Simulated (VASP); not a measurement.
# Cu in VASP: relaxation of the atoms with PBEsol

Aim: the relaxation of the atoms of Cu with PBEsol.

Program: VASP 6.6.1. These are calculated values, not measurements. Logs are shortened: lines on timing, memory, paths and dates and some standing lists are left out, and cuts for length are marked.

### 1 The cell of the first run

The cell holds a slab with vacuum, 5 atoms: a = 2.520 Å, b = 2.520 Å, c = 24.229 Å, α = 90.00°, β = 90.00°, γ = 120.00°.

### 2 Relaxation of the atoms, PBEsol

INCAR

```
SYSTEM = Cu
  PREC = Accurate
  ENCUT = 520
  EDIFF = 1E-6
  ISMEAR = -1
  SIGMA = 0.1
  LREAL = .FALSE.
  LASPH = .TRUE.
  NELM = 80
  ALGO = Normal
  ISIF = 2
  LWAVE = .FALSE.
  LCHARG = .FALSE.
  LDIPOL = .TRUE.
  IDIPOL = 3
  DIPOL = 0.5 0.5 0.500
  GGA = PS
  IBRION = 2
  NSW = 32
  EDIFFG = -0.01
  KPAR = 4
```

KPOINTS

```
Automatic mesh
0
G
  18 18 1
  0 0 0
```

POSCAR

```
Cu
1.0
    2.5195991541      0.0000000000      0.0000000000
   -1.2597995771      2.1820368748      0.0000000000
    0.0000000000      0.0000000000     24.2290000000
Cu
5
Direct
    0.8333333333      0.1666666667      0.3312784168
    0.1666666667      0.8333333333      0.4154445058
    0.5000000000      0.5000000000      0.4999999946
    0.8333333333      0.1666666667      0.5845554924
    0.1666666667      0.8333333333      0.6687215904
```

Potentials or basis: VASP PAW PBE potentials, release 64 (Cu).

Run with:

```console
$ cat potpaw_PBE.64/Cu/POTCAR > POTCAR
$ mpirun -np 4 vasp_std > vasp.out
```

OUTCAR:

```text
SYSTEM = Cu
   PREC = Accurate
   ENCUT = 520
   EDIFF = 1E-6
   ISMEAR = -1
   LREAL = .FALSE.
   LASPH = .TRUE.
   NELM = 80
   ISIF = 2
   GGA = PS
   IBRION = 2
   NSW = 32
   EDIFFG = -0.01

 ion  position               nearest neighbor table
   1  0.833  0.167  0.331-   2 2.50   2 2.50   2 2.50
   2  0.167  0.833  0.415-   1 2.50   1 2.50   1 2.50   3 2.51   3 2.51   3 2.51
   3  0.500  0.500  0.500-   2 2.51   2 2.51   2 2.51   4 2.51   4 2.51   4 2.51
   4  0.833  0.167  0.585-   5 2.50   5 2.50   5 2.50   3 2.51   3 2.51   3 2.51
   5  0.167  0.833  0.669-   4 2.50   4 2.50   4 2.50

  LATTYP: Found a hexagonal cell.
 ALAT       =     2.5195991541
 C/A-ratio  =     9.6162121505

  Lattice vectors:

 A1 = (   2.5195991541,   0.0000000000,   0.0000000000)
 A2 = (  -1.2597995771,   2.1820368748,   0.0000000000)
 A3 = (   0.0000000000,   0.0000000000,  24.2290000000)

Analysis of symmetry for initial positions (statically):
=====================================================================
 Subroutine PRICEL returns:
 Original cell was already a primitive cell.

 Routine SETGRP: Setting up the symmetry group for a
 hexagonal supercell.

 Subroutine GETGRP returns: Found 12 space group operations
 (whereof  4 operations were pure point group operations)
 out of a pool of 24 trial point group operations.

The static configuration has the point symmetry C_2h.
 The point group associated with its full space group is D_3d.

Analysis of symmetry for dynamics (positions and initial velocities):
=====================================================================
 Subroutine PRICEL returns:
 Original cell was already a primitive cell.

 Routine SETGRP: Setting up the symmetry group for a
 hexagonal supercell.

 Subroutine GETGRP returns: Found 12 space group operations
 (whereof  4 operations were pure point group operations)
 out of a pool of 24 trial point group operations.

The dynamic configuration has the point symmetry C_2h.
 The point group associated with its full space group is D_3d.

 Subroutine INISYM returns: Found 12 space group operations
 (whereof  4 operations are pure point group operations),
 and found     1 'primitive' translations

----------------------------------------------------------------------------------------

                                     Primitive cell

  volume of cell :     133.2076

  direct lattice vectors                    reciprocal lattice vectors
     2.519599154  0.000000000  0.000000000     0.396888528  0.229143699  0.000000000
    -1.259799577  2.182036875  0.000000000     0.000000000  0.458287397  0.000000000
     0.000000000  0.000000000 24.229000000     0.000000000  0.000000000  0.041272855

  length of vectors
     2.519599154  2.519599154 24.229000000     0.458287397  0.458287397  0.041272855

  position of ions in fractional coordinates (direct lattice)
     0.833333333  0.166666667  0.331278417
     0.166666667  0.833333333  0.415444506
     0.500000000  0.500000000  0.499999995
     0.833333333  0.166666667  0.584555492
     0.166666667  0.833333333  0.668721590

  ion indices of the primitive-cell ions
   primitive index   ion index
                 1           1
                 2           2
                 3           3
                 4           4
                 5           5

----------------------------------------------------------------------------------------

 KPOINTS: Automatic mesh

Automatic generation of k-mesh.
 Grid dimensions read from file:
 generate k-points for:   18   18    1

 Generating k-lattice:

  Cartesian coordinates                     Fractional coordinates (reciprocal lattice)
     0.022049363  0.012730205  0.000000000     0.055555556  0.000000000  0.000000000
     0.000000000  0.025460411  0.000000000     0.000000000  0.055555556  0.000000000
     0.000000000  0.000000000  0.041272855     0.000000000  0.000000000  1.000000000

  Length of vectors
     0.025460411  0.025460411  0.041272855

  Shift w.r.t. Gamma in fractional coordinates (k-lattice)
     0.000000000  0.000000000  0.000000000

 Subroutine IBZKPT returns following result:
 ===========================================

 Found     37 irreducible k-points:

 Following reciprocal coordinates:
            Coordinates               Weight
  0.000000  0.000000  0.000000      1.000000
  0.055556 -0.000000  0.000000      6.000000
  0.111111 -0.000000  0.000000      6.000000
  0.166667 -0.000000  0.000000      6.000000
  0.222222 -0.000000  0.000000      6.000000
  0.277778 -0.000000  0.000000      6.000000
[... 16 lines left out ...]
  0.333333  0.111111  0.000000     12.000000
  0.388889  0.111111  0.000000     12.000000
 [... further k-points ...]
   k-points           NKPTS =     37   k-points in BZ     NKDIM =     37   number of bands    NBANDS=     33
   number of dos      NEDOS =    301   number of ions     NIONS =      5
   total plane-waves  NPLWV =  72000
   dimension x,y,z NGX =    20 NGY =   20 NGZ =  180
   dimension x,y,z NGXF=    40 NGYF=   40 NGZF=  360
   ions per type =               5
   NGX,Y,Z   is equivalent  to a cutoff of  13.20, 13.20, 12.35 a.u.
   NGXF,Y,Z  is equivalent  to a cutoff of  26.39, 26.39, 24.70 a.u.
 SYSTEM =  Cu
   PREC   = accura    normal or accurate (medium, high low for compatibility)
   ISTART =      0    job   : 0-new  1-cont  2-samecut
   ICHARG =      2    charge: 1-file 2-atom 10-const
   ISPIN  =      1    spin polarized calculation?
   LNONCOLLINEAR =      F non collinear calculations
   LSORBIT =      F    spin-orbit coupling
   LASPH  =      T    aspherical Exc in radial PAW
   ENCUT  =  520.0 eV  38.22 Ry    6.18 a.u.   4.68  4.68 45.05*2*pi/ulx,y,z
   NELM   =     80;   NELMIN=  2; NELMDL= -5     # of ELM steps
   EDIFF  = 0.1E-05   stopping-criterion for ELM
   LREAL  =      F    real-space projection
   EDIFFG = -.1E-01   stopping-criterion for IOM
   NSW    =     32    number of steps for IOM
   IBRION =      2    ionic relax: 0-MD 1-quasi-New 2-CG
   NFREE  =      1    steps in history (QN), initial steepest desc. (CG)
   ISIF   =      2    stress and relaxation
   ISYM   =      2    0-nonsym 1-usesym 2-fastsym
   POTIM  = 0.5000    time-step for ionic-motion
   TEBEG  =    0.0;   TEEND  =   0.0 temperature during run
   PSTRESS=    0.0 pullay stress
   NELECT =      55.0000    total number of electrons
   NUPDOWN=      -1.0000    fix difference up-down
   EMIN   =  10.00;   EMAX   =-10.00  energy-range for DOS
   EFERMI =   0.00;   METHOD = LEGACY
   ISMEAR =    -1;   SIGMA  =   0.10  broadening in eV -4-tet -1-fermi 0-gaus
   EFERMI_NEDOS =   21; number of points for ismear=-14 and -15
   IALGO  =     38    algorithm
   IMIX   =      4    mixing-type and parameters
     AMIX     =   0.40;   BMIX     =  1.00
     AMIX_MAG =   1.60;   BMIX_MAG =  1.00
  volume/ion in A,a.u.               =      26.64       179.79
  Fermi-wavevector in a.u.,A,eV,Ry     =   1.219044  2.303659 20.219187  1.486068
  Thomas-Fermi vector in A             =   2.354310
   LORBIT       =      0    0 simple, 1 ext, 2 COOP (PROOUT), +10 PAW based schemes
   GGA     = PS    functional components
   LHFCALC =     F    Hartree Fock is set to
   AEXX    =    0.0000 exact exchange contribution
   IVDW    =     0    specifies the selected vdW correction
   LEPSILON=     F    determine dielectric tensor
   LRPA    =     F    only Hartree local field effects (RPA)
 conjugate gradient relaxation of ions
 non-spin polarized calculation
  energy-cutoff  :      520.00
  volume of cell :      133.21
 maximum number of plane-waves:      3631
 NGX is ok and might be reduce to    20
   NGX =  9   NGY =  9   NGZ = 91

 dipolmoment           0.000000      0.000000     -0.000000 electrons x Angstroem

--------------------------------------- Ionic step        1  -------------------------------------------

 number of electron      55.0000001 magnetization

 Free energy of the ion-electron system (eV)
  ---------------------------------------------------
  ext. energy  EPLUGINS =         0.00000000
  ---------------------------------------------------
  free energy    TOTEN  =       -20.45883834 eV

  energy without entropy =      -20.39778705  energy(sigma->0) =      -20.42831270

------------------------ aborting loop because EDIFF is reached ----------------------------------------

  FORCE on cell =-STRESS in cart. coord.  units (eV):
  Direction    XX          YY          ZZ          XY          YZ          ZX
  --------------------------------------------------------------------------------------
  -------------------------------------------------------------------------------------
  Total       -0.9942925     -0.9942925      0.1794813      0.0000000      0.0000000     -0.0000000
  in kB      -11.9590239    -11.9590239      2.1587424      0.0000000      0.0000000     -0.0000000
  external PRESSURE =      -7.2531018 kB  Pullay stress =       0.0000000 kB
[... 180 lines left out ...]
  energy  without entropy=      -20.3980561274  energy(sigma->0) =      -20.42854411

--------------------------------------- Ionic step        6  -------------------------------------------

 number of electron      54.9999999 magnetization

 dipolmoment           0.000000      0.000000      0.000001 electrons x Angstroem

 Free energy of the ion-electron system (eV)
  ---------------------------------------------------
  ext. energy  EPLUGINS =         0.00000000
  ---------------------------------------------------
  free energy    TOTEN  =       -20.45909604 eV

  energy without entropy =      -20.39802691  energy(sigma->0) =      -20.42856147

 E-fermi :   0.5877     XC(G=0):  -6.3504

 val. band max:        0.5798734690   @ k =   0.3333   0.1111   0.0000
 cond. band min:       0.6070546696   @ k =   0.3889   0.0556   0.0000
 fundamental gap:      0.0271812006
 Fermi energy:         0.5876552647

 k-point     1 :       0.0000    0.0000    0.0000
  band No.  band energies     occupation
      1      -8.8438      2.00000
      2      -7.9354      2.00000
      3      -6.5640      2.00000
      4      -5.2708      2.00000
      5      -4.7926      2.00000
      6      -2.7151      2.00000
[... 853 lines left out ...]
     32       6.1373      0.00000
     33       6.8239      0.00000

 [... further k-points ...]

------------------------ aborting loop because EDIFF is reached ----------------------------------------

 vacuum level on the upper side and lower side of the slab       (xc-potential included)        -0.162        -0.162

  FORCE on cell =-STRESS in cart. coord.  units (eV):
  Direction    XX          YY          ZZ          XY          YZ          ZX
  --------------------------------------------------------------------------------------
  -------------------------------------------------------------------------------------
  Total       -1.1033550     -1.1033550     -0.0539358      0.0000000      0.0000000      0.0000000
  in kB      -13.2707919    -13.2707919     -0.6487219      0.0000000      0.0000000      0.0000000
  external PRESSURE =      -9.0634352 kB  Pullay stress =       0.0000000 kB

 VOLUME and BASIS-vectors are now :
 -----------------------------------------------------------------------------
  energy-cutoff  :      520.00
  volume of cell :      133.21
      direct lattice vectors                 reciprocal lattice vectors
     2.519599154  0.000000000  0.000000000     0.396888528  0.229143699  0.000000000
    -1.259799577  2.182036875  0.000000000     0.000000000  0.458287397  0.000000000
     0.000000000  0.000000000 24.229000000     0.000000000  0.000000000  0.041272855
[... 11 lines left out ...]
  FREE ENERGIE OF THE ION-ELECTRON SYSTEM (eV)
  ---------------------------------------------------
  free  energy   TOTEN  =       -20.4590960378 eV

  energy  without entropy=      -20.3980269118  energy(sigma->0) =      -20.42856147

 reached required accuracy - stopping structural energy minimisation

 vacuum level on the upper side and lower side of the slab         5.356         5.356
```

It took 3.9 min on 4 MPI ranks of AMD EPYC 9755, shared host; peak memory 0.3 GiB.

Results:

```yaml
Free_energy: -20.4591 eV
Energy_gained_by_relaxing: 0.1 meV/atom
Ionic_steps: 6
Band_gap_on_the_k_mesh: zero (an odd number of electrons rules out a gap without spin polarisation)
```

The path:
```csv
step,energy change (eV),largest force (eV/Å),pressure (GPa)
1,0.0000,0.0251,-0.73
2,-0.0001,0.0189,-0.75
3,-0.0001,0.0194,-0.79
4,-0.0001,0.0241,-0.81
5,-0.0002,0.0178,-0.82
6,-0.0003,0.0012,-0.91
```

Final structure:
```
Cu
1.0
     2.51960    0.00000    0.00000
    -1.25980    2.18204    0.00000
     0.00000    0.00000   24.22900
Cu
5
Direct
  0.83333 0.16667 0.33085
  0.16667 0.83333 0.41525
  0.50000 0.50000 0.50000
  0.83333 0.16667 0.58475
  0.16667 0.83333 0.66915
```

Levels at points of the mesh, in eV from the Fermi level:
```csv
k point,band 26,band 27,band 28,band 29,band 30,band 31
"(0.00, 0.00, 0.00)",-1.73,-1.73,-1.64,-1.64,-1.06,-0.39
"(0.50, 0.00, 0.00)",-0.48,0.45,1.06,1.42,1.51,4.32
```

Caveat: the PAW data sets were made with another functional, which shifts forces and pressure a little.

The gap in the log of VASP goes by the Fermi energy; the results here count the filled bands.